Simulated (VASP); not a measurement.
C:

```
C
1.0
     2.34505    0.00000    0.00000
     0.00000    2.34505    0.00000
     0.00000    0.00000    4.78395
C
3
Cartesian
  0.0000 0.0000 2.4442
  0.0000 0.0000 3.9107
  1.1725 1.1725 2.2276
```

```yaml
Program: VASP 6.6.1
Task: relaxation of cell and atoms
Functional: PBE
Potentials_or_basis: VASP PAW PBE potentials, release 64 (C)
Cutoff: 600 eV
k_mesh: 20 × 20 × 10
Occupations: gaussian, width 0.1 eV
Spin: no spin polarisation
```

At the start: pressure 0.0 GPa; volume 8.77 Å³/atom.

Question: How do energy, volume and symmetry change on relaxing?

Answer: Over 5 steps the energy falls by 2.4 meV/atom and the volume is 8.75 Å³/atom (-0.2 %); space group P4mm (No. 99, to 0.05 Å).

The path:
| step | energy change (eV) | largest force (eV/Å) | pressure (GPa) | volume (Å³) |
| --- | --- | --- | --- | --- |
| 1 | 0.0000 | 0.3377 | 0.01 | 26.31 |
| 2 | -0.0061 | 0.1671 | -0.59 | 26.31 |
| 3 | -0.0062 | 0.1913 | -0.71 | 26.31 |
| 4 | -0.0053 | 0.2712 | 1.35 | 26.16 |
| 5 | -0.0071 | 0.0095 | 0.11 | 26.25 |

Final structure:
```xyz
3
Lattice="2.3473 0.0000 0.0000 0.0000 2.3473 0.0000 0.0000 0.0000 4.7642" Properties=species:S:1:pos:R:3 pbc="T T T"
C     0.0000    0.0000    2.4164
C     0.0000    0.0000    3.8890
C     1.1736    1.1736    2.2417
```

Caveat: this functional lacks dispersion, which binds the layers, so the pressure and a relaxed spacing across them are unreliable.
